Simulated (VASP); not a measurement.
# Si (I4_1/amd) in VASP: a series of runs, part 2 of 2

VASP 6.6.1. The steps go on from the part before.

## 3. Electric field gradients, LDA (equal xx and yy strain of -2 %)

The input, INCAR:

```
ALGO = Normal
EDIFF = 1E-8
ENCUT = 520
ISIF = 2
ISMEAR = -1
LASPH = T
LCHARG = F
LEFG = T
LREAL = F
LWAVE = F
NBANDS = 11
NELM = 80
PREC = Accurate
SIGMA = 0.08
```

The input, KPOINTS:

```
k-points
0
Gamma
  11 11 11
```

The input, POSCAR:

```
Si
1.0
    0.0000000000      2.6611606000      2.7154700000
    2.6611606000      0.0000000000      2.7154700000
    2.6611606000      2.6611606000      0.0000000000
Si
2
Direct
    0.5000000000      0.5000000000      0.5000000000
    0.7500000000      0.7500000000      0.7500000000
```

Potentials or basis: VASP PAW LDA potentials, release 64 (Si).

Launch:

```bash
$ cat potpaw_LDA.64/Si/POTCAR > POTCAR
$ mpirun -np 1 vasp_std > vasp.out
```

OUTCAR:

```text
EDIFF = 1E-8
   ENCUT = 520
   ISIF = 2
   ISMEAR = -1
   LASPH = T
   LREAL = F
   NELM = 80
   PREC = Accurate

 ion  position               nearest neighbor table
   1  0.500  0.500  0.500-   2 2.32   2 2.32   2 2.32   2 2.32
   2  0.750  0.750  0.750-   1 2.32   1 2.32   1 2.32   1 2.32

  LATTYP: Found a body centered tetragonal cell.
 ALAT       =     3.7634494122
 C/A-ratio  =     1.4430750636

  Lattice vectors:

 A1 = (  -2.6611606000,   0.0000000000,   2.7154700000)
 A2 = (   2.6611606000,   0.0000000000,   2.7154700000)
 A3 = (   0.0000000000,   2.6611606000,  -2.7154700000)

Analysis of symmetry for initial positions (statically):
=====================================================================
 Subroutine PRICEL returns:
 Original cell was already a primitive cell.

 Routine SETGRP: Setting up the symmetry group for a
 body centered tetragonal supercell.

[... 525 lines left out ...]
  volume of cell :       38.46
      direct lattice vectors                 reciprocal lattice vectors
     0.000000000  2.661160600  2.715470000    -0.187887946  0.187887946  0.184130187
     2.661160600  0.000000000  2.715470000     0.187887946 -0.187887946  0.184130187
     2.661160600  2.661160600  0.000000000     0.187887946  0.187887946 -0.184130187

 POSITION                                       TOTAL-FORCE (eV/Angst)
 -----------------------------------------------------------------------------------
      2.66116      2.66116      2.71547         0.000000      0.000000     -0.000000
      3.99174      3.99174      4.07320        -0.000000     -0.000000      0.000000
 -----------------------------------------------------------------------------------
    total drift:                                0.000000      0.000000     -0.000000

  FREE ENERGIE OF THE ION-ELECTRON SYSTEM (eV)
  ---------------------------------------------------
  free  energy   TOTEN  =       -11.9089576439 eV

  energy  without entropy=      -11.9081282887  energy(sigma->0) =      -11.90854297

 Electric field gradients (V/A^2)
---------------------------------------------------------------------
 ion       V_xx      V_yy      V_zz      V_xy      V_xz      V_yz
---------------------------------------------------------------------
   1       0.065     0.065    -0.130    -0.000    -0.000    -0.000
   2       0.065     0.065    -0.130    -0.000    -0.000    -0.000
---------------------------------------------------------------------

 Electric field gradients after diagonalization (V/A^2)
 (convention: |V_zz| > |V_xx| > |V_yy|)
----------------------------------------------------------------------
 ion       V_xx      V_yy      V_zz     asymmetry (V_yy - V_xx)/ V_zz
----------------------------------------------------------------------
   1       0.065     0.065    -0.130       0.002
   2       0.065     0.065    -0.130       0.002
----------------------------------------------------------------------

           NMR quadrupolar parameters

 Cq : quadrupolar parameter    Cq=e*Q*V_zz/h
 eta: asymmetry parameters     (V_yy - V_xx)/ V_zz
 Q  : nuclear electric quadrupole moment in mb (millibarn)
----------------------------------------------------------------------
 ion       Cq(MHz)       eta       Q (mb)
----------------------------------------------------------------------
   1      -0.000       0.002       1.000
   2      -0.000       0.002       1.000
----------------------------------------------------------------------
```

OSZICAR:

```text
N       E                     dE             d eps       ncg     rms          rms(c)
DAV:   1     0.741120060038E+01    0.74112E+01   -0.32947E+03  2772   0.591E+02
DAV:   2    -0.116398727545E+02   -0.19051E+02   -0.18319E+02  3713   0.877E+01
DAV:   3    -0.121931015069E+02   -0.55323E+00   -0.55175E+00  3557   0.134E+01
DAV:   4    -0.121972757740E+02   -0.41743E-02   -0.41738E-02  3342   0.147E+00
DAV:   5    -0.121973192879E+02   -0.43514E-04   -0.43514E-04  3518   0.138E-01    0.527E+00
DAV:   6    -0.119973076993E+02    0.20001E+00   -0.12009E-01  3144   0.137E+00    0.316E+00
DAV:   7    -0.119088473678E+02    0.88460E-01   -0.20738E-01  3171   0.186E+00    0.274E-01
DAV:   8    -0.119089910362E+02   -0.14367E-03   -0.87813E-03  3186   0.512E-01    0.871E-02
DAV:   9    -0.119089526164E+02    0.38420E-04   -0.25798E-04  3439   0.841E-02    0.655E-02
DAV:  10    -0.119089577712E+02   -0.51547E-05   -0.18323E-05  3262   0.252E-02    0.327E-02
DAV:  11    -0.119089576404E+02    0.13071E-06   -0.10945E-06  3303   0.553E-03    0.218E-03
DAV:  12    -0.119089576439E+02   -0.34821E-08   -0.25734E-08  3370   0.961E-04
   1 F= -.11908958E+02 E0= -.11908543E+02  d E =-.829355E-03
```

stdout:

```text
POSCAR found type information on POSCAR Si
 POSCAR found :  1 types and       2 ions
 scaLAPACK will be used
 LDA part: xc-table for (Slater(with rela. corr.)+CA(PZ))
 , standard interpolation
 POSCAR, INCAR and KPOINTS ok, starting setup
 FFT: planning ... GRIDC
 FFT: planning ... GRID_SOFT
 FFT: planning ... GRID
 WAVECAR not read
 entering main loop
ion   1

ion   2
```

It took 30 s on 1 thread of Intel Xeon Platinum 8259CL at 2.50GHz (Skylake/Cascade Lake), shared host; peak memory 0.16 GiB.

What came out:

- Free energy: -11.9090 eV
- Pressure: 2.5 GPa
- Band gap on the k mesh: 0.31 eV (least direct gap 2.47 eV)
- Largest electric field gradient by atom: Si -0.13 V/Å²

Levels at points of the mesh, in eV from the valence-band top:
```
           k point  band 1  band 2  band 3  band 4  band 5  band 6  band 7  band 8
(0.00, 0.00, 0.00)  -12.29   -0.15    0.00    0.00    2.47    2.47    2.54    3.62
```

Caveat: the cell differs from its parent crystal (equal xx and yy strain of -2 %); without QUAD_EFG the Cq values of the log hold for a quadrupole moment of 1 mb, not for the nuclei; an odd mesh through Γ misses points on the zone boundary, where band edges can lie.

## 4. Electric field gradients, LDA (equal xx and yy strain of -2 %)

The input, INCAR:

```
ALGO = Normal
EDIFF = 1E-8
ENCUT = 520
GGA = CA
ISIF = 2
ISMEAR = -1
LASPH = True
LCHARG = False
LEFG = True
LREAL = False
LWAVE = False
NBANDS = 11
NELM = 60
PREC = Accurate
SIGMA = 0.08
```

KPOINTS is that of step 3.

POSCAR is that of step 3.

Potentials or basis: VASP PAW LDA potentials, release 64 (Si).

Launch:

```bash
$ cat potpaw_LDA.64/Si/POTCAR > POTCAR
$ mpirun -np 1 vasp_std > vasp.out
```

OUTCAR:

```text
EDIFF = 1E-8
   ENCUT = 520
   GGA = CA
   ISIF = 2
   ISMEAR = -1
   LASPH = True
   LREAL = False
   NELM = 60
   PREC = Accurate

 ion  position               nearest neighbor table
   1  0.500  0.500  0.500-   2 2.32   2 2.32   2 2.32   2 2.32
   2  0.750  0.750  0.750-   1 2.32   1 2.32   1 2.32   1 2.32

  LATTYP: Found a body centered tetragonal cell.
 ALAT       =     3.7634494122
 C/A-ratio  =     1.4430750636

  Lattice vectors:

 A1 = (  -2.6611606000,   0.0000000000,   2.7154700000)
 A2 = (   2.6611606000,   0.0000000000,   2.7154700000)
 A3 = (   0.0000000000,   2.6611606000,  -2.7154700000)

Analysis of symmetry for initial positions (statically):
=====================================================================
 Subroutine PRICEL returns:
 Original cell was already a primitive cell.

 Routine SETGRP: Setting up the symmetry group for a
 body centered tetragonal supercell.

 Subroutine GETGRP returns: Found 16 space group operations
 (whereof  8 operations were pure point group operations)
 out of a pool of 16 trial point group operations.

The static configuration has the point symmetry D_2d.
 The point group associated with its full space group is D_4h.

Analysis of symmetry for dynamics (positions and initial velocities):
=====================================================================
 Subroutine PRICEL returns:
 Original cell was already a primitive cell.

 Routine SETGRP: Setting up the symmetry group for a
 body centered tetragonal supercell.

 Subroutine GETGRP returns: Found 16 space group operations
 (whereof  8 operations were pure point group operations)
 out of a pool of 16 trial point group operations.

The dynamic configuration has the point symmetry D_2d.
 The point group associated with its full space group is D_4h.

 Subroutine INISYM returns: Found 16 space group operations
 (whereof  8 operations are pure point group operations),
 and found     1 'primitive' translations

----------------------------------------------------------------------------------------

                                     Primitive cell

  volume of cell :      38.4607

  direct lattice vectors                    reciprocal lattice vectors
     0.000000000  2.661160600  2.715470000    -0.187887946  0.187887946  0.184130187
     2.661160600  0.000000000  2.715470000     0.187887946 -0.187887946  0.184130187
     2.661160600  2.661160600  0.000000000     0.187887946  0.187887946 -0.184130187

  length of vectors
     3.802045904  3.802045904  3.763449412     0.323276486  0.323276486  0.323276486

  position of ions in fractional coordinates (direct lattice)
     0.500000000  0.500000000  0.500000000
     0.750000000  0.750000000  0.750000000

  ion indices of the primitive-cell ions
   primitive index   ion index
                 1           1
                 2           2

----------------------------------------------------------------------------------------

 KPOINTS: k-points

Automatic generation of k-mesh.
 Grid dimensions read from file:
 generate k-points for:   11   11   11

 Generating k-lattice:
[... 79 lines left out ...]
   IALGO  =     38    algorithm
   IMIX   =      4    mixing-type and parameters
     AMIX     =   0.40;   BMIX     =  1.00
     AMIX_MAG =   1.60;   BMIX_MAG =  1.00
  volume/ion in A,a.u.               =      19.23       129.77
  Fermi-wavevector in a.u.,A,eV,Ry     =   0.969987  1.833009 12.801370  0.940874
  Thomas-Fermi vector in A             =   2.100085
   LORBIT       =      0    0 simple, 1 ext, 2 COOP (PROOUT), +10 PAW based schemes
   GGA     = CA    functional components
   LHFCALC =     F    Hartree Fock is set to
   AEXX    =    0.0000 exact exchange contribution
   IVDW    =     0    specifies the selected vdW correction
   LEPSILON=     F    determine dielectric tensor
   LRPA    =     F    only Hartree local field effects (RPA)
 non-spin polarized calculation
  energy-cutoff  :      520.00
  volume of cell :       38.46
 maximum number of plane-waves:      1047
   NGX = 15   NGY = 15   NGZ = 13

 number of electron       8.0000001 magnetization

 Free energy of the ion-electron system (eV)
  ---------------------------------------------------
  ext. energy  EPLUGINS =         0.00000000
  ---------------------------------------------------
  free energy    TOTEN  =       -11.90895764 eV

  energy without entropy =      -11.90812829  energy(sigma->0) =      -11.90854297

 E-fermi :   6.3720     XC(G=0):  -9.7585

 val. band max:        6.2373592565   @ k =   0.0000   0.0000   0.0000
 cond. band min:       6.5468050307   @ k =   0.4545   0.0000   0.4545
 fundamental gap:      0.3094457742
 Fermi energy:         6.3719667489

 k-point     1 :       0.0000    0.0000    0.0000
  band No.  band energies     occupation
      1      -6.0486      2.00000
      2       6.0900      1.94277
      3       6.2374      1.68650
      4       6.2374      1.68650
      5       8.7075      0.00000
      6       8.7075      0.00000
      7       8.7775      0.00000
      8       9.8583      0.00000
      9      13.7425      0.00000
     10      14.0403      0.00000
     11      14.1273      0.00000
[... 309 lines left out ...]
 k-point    24 :      -0.1818    0.1818    0.0000
  band No.  band energies     occupation
      1      -4.8710      2.00000
      2       2.0371      2.00000
      3       3.2950      2.00000
      4       5.5848      1.99989
      5       9.3270      0.00000
      6       9.9336      0.00000
      7      10.1195      0.00000
      8      11.8695      0.00000
      9      12.2709      0.00000
     10      16.5769      0.00000
     11      16.7667      0.00000

 [... further k-points ...]

------------------------ aborting loop because EDIFF is reached ----------------------------------------

  FORCE on cell =-STRESS in cart. coord.  units (eV):
  Direction    XX          YY          ZZ          XY          YZ          ZX
  --------------------------------------------------------------------------------------
  -------------------------------------------------------------------------------------
  Total        0.7611516      0.7611516      0.2834603      0.0000000     -0.0000000      0.0000000
  in kB       31.7076885     31.7076885     11.8082528      0.0000000     -0.0000000      0.0000000
  external PRESSURE =      25.0745433 kB  Pullay stress =       0.0000000 kB

 VOLUME and BASIS-vectors are now :
 -----------------------------------------------------------------------------
  energy-cutoff  :      520.00
  volume of cell :       38.46
      direct lattice vectors                 reciprocal lattice vectors
     0.000000000  2.661160600  2.715470000    -0.187887946  0.187887946  0.184130187
     2.661160600  0.000000000  2.715470000     0.187887946 -0.187887946  0.184130187
     2.661160600  2.661160600  0.000000000     0.187887946  0.187887946 -0.184130187

 POSITION                                       TOTAL-FORCE (eV/Angst)
 -----------------------------------------------------------------------------------
      2.66116      2.66116      2.71547         0.000000      0.000000     -0.000000
      3.99174      3.99174      4.07320        -0.000000     -0.000000      0.000000
 -----------------------------------------------------------------------------------
    total drift:                                0.000000      0.000000     -0.000000

  FREE ENERGIE OF THE ION-ELECTRON SYSTEM (eV)
  ---------------------------------------------------
  free  energy   TOTEN  =       -11.9089576439 eV

  energy  without entropy=      -11.9081282887  energy(sigma->0) =      -11.90854297

 Electric field gradients (V/A^2)
---------------------------------------------------------------------
 ion       V_xx      V_yy      V_zz      V_xy      V_xz      V_yz
---------------------------------------------------------------------
   1       0.065     0.065    -0.130    -0.000    -0.000    -0.000
   2       0.065     0.065    -0.130    -0.000    -0.000    -0.000
---------------------------------------------------------------------

 Electric field gradients after diagonalization (V/A^2)
 (convention: |V_zz| > |V_xx| > |V_yy|)
----------------------------------------------------------------------
 ion       V_xx      V_yy      V_zz     asymmetry (V_yy - V_xx)/ V_zz
----------------------------------------------------------------------
   1       0.065     0.065    -0.130       0.002
   2       0.065     0.065    -0.130       0.002
----------------------------------------------------------------------

           NMR quadrupolar parameters

 Cq : quadrupolar parameter    Cq=e*Q*V_zz/h
 eta: asymmetry parameters     (V_yy - V_xx)/ V_zz
 Q  : nuclear electric quadrupole moment in mb (millibarn)
----------------------------------------------------------------------
 ion       Cq(MHz)       eta       Q (mb)
----------------------------------------------------------------------
   1      -0.000       0.002       1.000
   2      -0.000       0.002       1.000
----------------------------------------------------------------------
```

stdout:

```text
POSCAR found type information on POSCAR Si
 POSCAR found :  1 types and       2 ions
 scaLAPACK will be used
 LDA part: xc-table for (Slater(with rela. corr.)+CA(PZ))
 , standard interpolation
 POSCAR, INCAR and KPOINTS ok, starting setup
 FFT: planning ... GRIDC
 FFT: planning ... GRID_SOFT
 FFT: planning ... GRID
 WAVECAR not read
 entering main loop
ion   1

ion   2
```

It took 30 s on 1 thread of Intel Xeon Platinum 8259CL at 2.50GHz (Skylake/Cascade Lake), shared host; peak memory 0.16 GiB.

Results:

```
Free energy                             : -11.9090 eV
Pressure                                : 2.5 GPa
Band gap on the k mesh                  : 0.31 eV (least direct gap 2.47 eV)
Largest electric field gradient by atom : Si -0.13 V/Å²
```

Stress tensor (GPa, compression positive):
```
3.17 0.00 0.00
0.00 3.17 0.00
0.00 0.00 1.18
```

Caveat: the cell differs from its parent crystal (equal xx and yy strain of -2 %); without QUAD_EFG the Cq values of the log hold for a quadrupole moment of 1 mb, not for the nuclei; an odd mesh through Γ misses points on the zone boundary, where band edges can lie.
